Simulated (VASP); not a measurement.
Set up this calculation in VASP 6.6.1, as the native input.

| Quantity | Value |
| --- | --- |
| Task | single point |
| Functional | PBE |
| Dispersion | D3(BJ) |
| Potentials or basis | VASP PAW PBE potentials, release 64 (Pb_d, Se) |
| Cutoff | 520 eV |
| k mesh | 14 × 14 × 14 |
| Occupations | gaussian, width 0.15 eV |
| Spin | no spin polarisation |
| Dipole correction | no |
| Further INCAR settings | ALGO = Normal; EDIFF = 1e-07; NBANDS = 17 |

The structure of PbSe lies in POSCAR:

```
PbSe
1.0
    4.0048244825      1.0012061206      1.0012061206
    1.0012061206      4.0048244825      1.0012061206
    1.0012061206      1.0012061206      4.0048244825
Pb Se
1 1
Direct
    0.0000000000      0.0000000000      0.0000000000
    0.5000000000      0.5000000000      0.5000000000
```

This cell differs from its parent crystal: ratio of the length along [111] to the lengths across it x 2.0, volume and fractional coordinates fixed.

The input as run:

INCAR

```
PREC = Accurate
ENCUT = 520
EDIFF = 1E-7
ISMEAR = 0
SIGMA = 0.15
LREAL = False
LASPH = True
NELM = 80
ALGO = Normal
ISIF = 2
LWAVE = False
LCHARG = False
GGA = PE
IVDW = 12
NBANDS = 17
```

KPOINTS

```
Automatic mesh
0
Gamma
  14 14 14
```

Potentials or basis: VASP PAW PBE potentials, release 64 (Pb_d, Se).

Launch:

```bash
$ cat potpaw_PBE.64/Pb_d/POTCAR potpaw_PBE.64/Se/POTCAR > POTCAR
$ mpirun -np 1 vasp_std > vasp.out
```

It gave:

The pressure is 3.7 GPa and the band gap on the k mesh is 0.09 eV, direct. The dispersion energy per atom is -0.390 eV.

Caveat: spin-orbit coupling is left out, which moves the levels of the heavy elements.

Wall time 50 s on 1 thread of Intel(R) Xeon(R) Platinum 8259CL CPU @ 2.50GHz (Skylake/Cascade Lake), on a shared host, peak memory 0.25 GiB.
